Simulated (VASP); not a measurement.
# Au (I4/mmm) in VASP: single point with r2SCAN

Aim: the single point of Au with r2SCAN.

Program: VASP 6.6.1. These are calculated values, not measurements. Logs are shortened: lines on timing, memory, paths and dates and some standing lists are left out, and cuts for length are marked.

**1. The cell of the first run**

It takes space group I4/mmm (No. 139, tetragonal). The conventional cell has a = 3.447 Å, b = 3.447 Å, c = 3.315 Å, α = 90.00°, β = 90.00°, γ = 90.00°. Au (site symmetry 4/mmm) has 14 Au at 2.95 to 3.45 Å within 3.9 Å.

**2. Single point, r2SCAN (strain +0.040 along x and y, +0.000 along z)**

The input, POSCAR:

```
Au
1.0
   -1.7235597600      1.7235597600      1.6572690000
    1.7235597600     -1.7235597600      1.6572690000
    1.7235597600      1.7235597600     -1.6572690000
Au
1
Direct
    0.0000000000      0.0000000000      0.0000000000
```

The input, INCAR.step1:

```
PREC = Accurate ; ENCUT = 520
ISMEAR = 0 ; SIGMA = 0.15
LREAL = F ; LASPH = T
NELM = 60 ; NBANDS = 12
GGA = PE ; ALGO = Normal
EDIFF = 1E-4 ; LWAVE = T
LCHARG = F
```

The input, INCAR.step2:

```
PREC = Accurate ; ENCUT = 520
EDIFF = 1E-6 ; ISMEAR = 0
SIGMA = 0.15 ; LREAL = F
LASPH = T ; NELM = 60
ALGO = Normal ; ISIF = 2
LWAVE = F ; LCHARG = T
METAGGA = R2SCAN ; LMIXTAU = T
LELF = T ; LVHAR = T
NBANDS = 12 ; ISTART = 1
```

The input, KPOINTS:

```
Automatic mesh
0
Gamma
  24 24 24
```

Potentials or basis: VASP PAW PBE potentials, release 64 (Au).

On the command line:

```sh
$ cat potpaw_PBE.64/Au/POTCAR > POTCAR
$ cp INCAR.step1 INCAR
$ mpirun -np 1 vasp_std > vasp.out
$ cp INCAR.step2 INCAR
$ mpirun -np 1 vasp_std > vasp.out
```

OUTCAR:

```text
PREC = Accurate
   ENCUT = 520
   EDIFF = 1E-6
   ISMEAR = 0
   LREAL = F
   LASPH = T
   NELM = 60
   ISIF = 2
   METAGGA = R2SCAN
   ISTART = 1

 ion  position               nearest neighbor table
   1  0.000  0.000  0.000-

  LATTYP: Found a body centered tetragonal cell.
 ALAT       =     3.4471195200
 C/A-ratio  =     0.9615384615

  Lattice vectors:

 A1 = (  -1.7235597600,   1.7235597600,   1.6572690000)
 A2 = (   1.7235597600,  -1.7235597600,   1.6572690000)
 A3 = (   1.7235597600,   1.7235597600,  -1.6572690000)

Analysis of symmetry for initial positions (statically):
=====================================================================
 Subroutine PRICEL returns:
 Original cell was already a primitive cell.

 Routine SETGRP: Setting up the symmetry group for a
 body centered tetragonal supercell.

 Subroutine GETGRP returns: Found 16 space group operations
 (whereof 16 operations were pure point group operations)
 out of a pool of 16 trial point group operations.

The static configuration has the point symmetry D_4h.

Analysis of symmetry for dynamics (positions and initial velocities):
=====================================================================
 Subroutine PRICEL returns:
 Original cell was already a primitive cell.

 Routine SETGRP: Setting up the symmetry group for a
 body centered tetragonal supercell.

 Subroutine GETGRP returns: Found 16 space group operations
 (whereof 16 operations were pure point group operations)
 out of a pool of 16 trial point group operations.

The dynamic configuration has the point symmetry D_4h.

 Subroutine INISYM returns: Found 16 space group operations
 (whereof 16 operations are pure point group operations),
 and found     1 'primitive' translations

----------------------------------------------------------------------------------------

                                     Primitive cell

  volume of cell :      19.6927

  direct lattice vectors                    reciprocal lattice vectors
    -1.723559760  1.723559760  1.657269000     0.000000000  0.290097281  0.301701172
     1.723559760 -1.723559760  1.657269000     0.290097281  0.000000000  0.301701172
     1.723559760  1.723559760 -1.657269000     0.290097281  0.290097281  0.000000000

  length of vectors
     2.947517096  2.947517096  2.947517096     0.418545135  0.418545135  0.410259509

  position of ions in fractional coordinates (direct lattice)
     0.000000000  0.000000000  0.000000000

  ion indices of the primitive-cell ions
   primitive index   ion index
                 1           1

----------------------------------------------------------------------------------------

 KPOINTS: Automatic mesh

Automatic generation of k-mesh.
 Grid dimensions read from file:
 generate k-points for:   24   24   24

 Generating k-lattice:

  Cartesian coordinates                     Fractional coordinates (reciprocal lattice)
     0.000000000  0.012087387  0.012570882     0.041666667  0.000000000  0.000000000
     0.012087387  0.000000000  0.012570882     0.000000000  0.041666667  0.000000000
     0.012087387  0.012087387  0.000000000     0.000000000  0.000000000  0.041666667

  Length of vectors
     0.017439381  0.017439381  0.017094146

  Shift w.r.t. Gamma in fractional coordinates (k-lattice)
     0.000000000  0.000000000  0.000000000

 Subroutine IBZKPT returns following result:
 ===========================================

 Found   1063 irreducible k-points:

 Following reciprocal coordinates:
            Coordinates               Weight
  0.000000  0.000000  0.000000      1.000000
  0.041667 -0.000000  0.000000      8.000000
  0.083333 -0.000000  0.000000      8.000000
  0.125000  0.000000 -0.000000      8.000000
  0.166667 -0.000000  0.000000      8.000000
  0.208333 -0.000000  0.000000      8.000000
[... 16 lines left out ...]
  0.416667  0.041667  0.000000     16.000000
  0.458333  0.041667  0.000000     16.000000
 [... further k-points ...]
   k-points           NKPTS =   1063   k-points in BZ     NKDIM =   1063   number of bands    NBANDS=     12
   number of dos      NEDOS =    301   number of ions     NIONS =      1
   total plane-waves  NPLWV =  13824
   dimension x,y,z NGX =    24 NGY =   24 NGZ =   24
   dimension x,y,z NGXF=    48 NGYF=   48 NGZF=   48
   ions per type =               1
   NGX,Y,Z   is equivalent  to a cutoff of  13.54, 13.54, 13.54 a.u.
   NGXF,Y,Z  is equivalent  to a cutoff of  27.07, 27.07, 27.07 a.u.
 SYSTEM =  unknown system
   PREC   = accura    normal or accurate (medium, high low for compatibility)
   ISTART =      1    job   : 0-new  1-cont  2-samecut
   ICHARG =      0    charge: 1-file 2-atom 10-const
   ISPIN  =      1    spin polarized calculation?
   LNONCOLLINEAR =      F non collinear calculations
   LSORBIT =      F    spin-orbit coupling
   LASPH  =      T    aspherical Exc in radial PAW
   ENCUT  =  520.0 eV  38.22 Ry    6.18 a.u.   5.48  5.48  5.48*2*pi/ulx,y,z
   NELM   =     60;   NELMIN=  2; NELMDL=  0     # of ELM steps
   EDIFF  = 0.1E-05   stopping-criterion for ELM
   LREAL  =      F    real-space projection
[... 7 lines left out ...]
   TEBEG  =    0.0;   TEEND  =   0.0 temperature during run
   PSTRESS=    0.0 pullay stress
   NELECT =      11.0000    total number of electrons
   NUPDOWN=      -1.0000    fix difference up-down
   EMIN   =  10.00;   EMAX   =-10.00  energy-range for DOS
   EFERMI =   0.00;   METHOD = LEGACY
   ISMEAR =     0;   SIGMA  =   0.15  broadening in eV -4-tet -1-fermi 0-gaus
   EFERMI_NEDOS =   21; number of points for ismear=-14 and -15
   IALGO  =     38    algorithm
   IMIX   =      4    mixing-type and parameters
     AMIX     =   0.40;   BMIX     =  1.00
     AMIX_MAG =   1.60;   BMIX_MAG =  1.00
  volume/ion in A,a.u.               =      19.69       132.89
  Fermi-wavevector in a.u.,A,eV,Ry     =   1.348250  2.547823 24.732380  1.817779
  Thomas-Fermi vector in A             =   2.475934
   LORBIT       =      0    0 simple, 1 ext, 2 COOP (PROOUT), +10 PAW based schemes
   METAGGA = R2SCAN    functional components
   LHFCALC =     F    Hartree Fock is set to
   AEXX    =    0.0000 exact exchange contribution
   IVDW    =     0    specifies the selected vdW correction
   LEPSILON=     F    determine dielectric tensor
   LRPA    =     F    only Hartree local field effects (RPA)
 non-spin polarized calculation
 Gauss-broadening in eV      SIGMA  =   0.15
  energy-cutoff  :      520.00
  volume of cell :       19.69
 maximum number of plane-waves:       550
 NGX is ok and might be reduce to    24
   NGX = 11   NGY = 11   NGZ = 11

 number of electron      11.0000001 magnetization

 Free energy of the ion-electron system (eV)
  ---------------------------------------------------
  ext. energy  EPLUGINS =         0.00000000
  ---------------------------------------------------
  free energy    TOTEN  =       -50.49032872 eV

  energy without entropy =      -50.48607325  energy(sigma->0) =      -50.48820099

 E-fermi :   7.1874     XC(G=0): -12.6169

 val. band max:        7.1826478150   @ k =  -0.2500  -0.2917   0.0833
 cond. band min:       7.1875084937   @ k =   0.5000   0.3333   0.0833
 fundamental gap:      0.0048606786
 Fermi energy:         7.1874204656

 k-point     1 :       0.0000    0.0000    0.0000
  band No.  band energies     occupation
      1      -1.4712      2.00000
      2       2.5909      2.00000
      3       2.8017      2.00000
      4       2.8017      2.00000
      5       4.1517      2.00000
      6       4.3936      2.00000
      7      24.1687      0.00000
      8      24.1687      0.00000
      9      24.8655      0.00000
     10      29.4128      0.00000
     11      29.4128      0.00000
     12      30.4494      0.00000

 k-point     2 :       0.0417   -0.0000    0.0000
  band No.  band energies     occupation
      1      -1.4117      2.00000
      2       2.5999      2.00000
      3       2.8030      2.00000
      4       2.8137      2.00000
      5       4.1510      2.00000
      6       4.3782      2.00000
      7      24.1667      0.00000
      8      24.2333      0.00000
      9      24.8240      0.00000
     10      28.8343      0.00000
     11      29.1882      0.00000
     12      29.7074      0.00000

 k-point     3 :       0.0833   -0.0000    0.0000
  band No.  band energies     occupation
      1      -1.2354      2.00000
      2       2.5928      2.00000
      3       2.8062      2.00000
      4       2.8844      2.00000
      5       4.1470      2.00000
      6       4.3398      2.00000
      7      24.1054      0.00000
      8      24.4226      0.00000
      9      24.6288      0.00000
     10      27.7871      0.00000
     11      28.5699      0.00000
     12      28.6257      0.00000
[... 286 lines left out ...]
 k-point    23 :       0.4167    0.0417    0.0000
  band No.  band energies     occupation
      1       0.9063      2.00000
      2       1.8328      2.00000
      3       4.1287      2.00000
      4       4.4909      2.00000
      5       5.2348      2.00000
      6       6.5434      2.00000
      7      11.3776      0.00000
      8      19.9016      0.00000
      9      20.4208      0.00000
     10      27.4776      0.00000
     11      28.0720      0.00000
     12      30.5207      0.00000

 k-point    24 :       0.4583    0.0417    0.0000
  band No.  band energies     occupation
      1       0.8930      2.00000
      2       1.8057      2.00000
      3       4.1641      2.00000
      4       4.4876      2.00000
      5       5.3995      2.00000
      6       7.3822      0.06634
      7      10.2784      0.00000
      8      19.7384      0.00000
      9      20.1729      0.00000
     10      27.5710      0.00000
     11      28.1969      0.00000
     12      30.4575      0.00000

 [... further k-points ...]
[... 5 lines left out ...]
  --------------------------------------------------------------------------------------
  -------------------------------------------------------------------------------------
  Total       -1.4540575     -1.4540575     -1.5027081      0.0000000      0.0000000      0.0000000
  in kB     -118.3004696   -118.3004696   -122.2586255      0.0000000      0.0000000      0.0000000
  external PRESSURE =    -119.6198549 kB  Pullay stress =       0.0000000 kB

 VOLUME and BASIS-vectors are now :
 -----------------------------------------------------------------------------
  energy-cutoff  :      520.00
  volume of cell :       19.69
      direct lattice vectors                 reciprocal lattice vectors
    -1.723559760  1.723559760  1.657269000     0.000000000  0.290097281  0.301701172
     1.723559760 -1.723559760  1.657269000     0.290097281  0.000000000  0.301701172
     1.723559760  1.723559760 -1.657269000     0.290097281  0.290097281  0.000000000

 POSITION                                       TOTAL-FORCE (eV/Angst)
 -----------------------------------------------------------------------------------
      0.00000      0.00000      0.00000         0.000000      0.000000      0.000000
 -----------------------------------------------------------------------------------
    total drift:                                0.000000      0.000000      0.000000

  FREE ENERGIE OF THE ION-ELECTRON SYSTEM (eV)
  ---------------------------------------------------
  free  energy   TOTEN  =       -50.4903287184 eV

  energy  without entropy=      -50.4860732530  energy(sigma->0) =      -50.48820099
```

Wall time 5.5 min (1 thread of Intel Xeon Platinum 8488C (Sapphire Rapids), shared host); peak memory 0.35 GiB.

Results:

```yaml
Free_energy: -50.4903 eV
Pressure: -12.0 GPa
```

Caveat: the cell differs from its parent crystal (strain +0.040 along x and y, +0.000 along z); the PAW data sets were made with another functional, which shifts forces and pressure a little; spin-orbit coupling is left out, which moves the levels of the heavy elements.
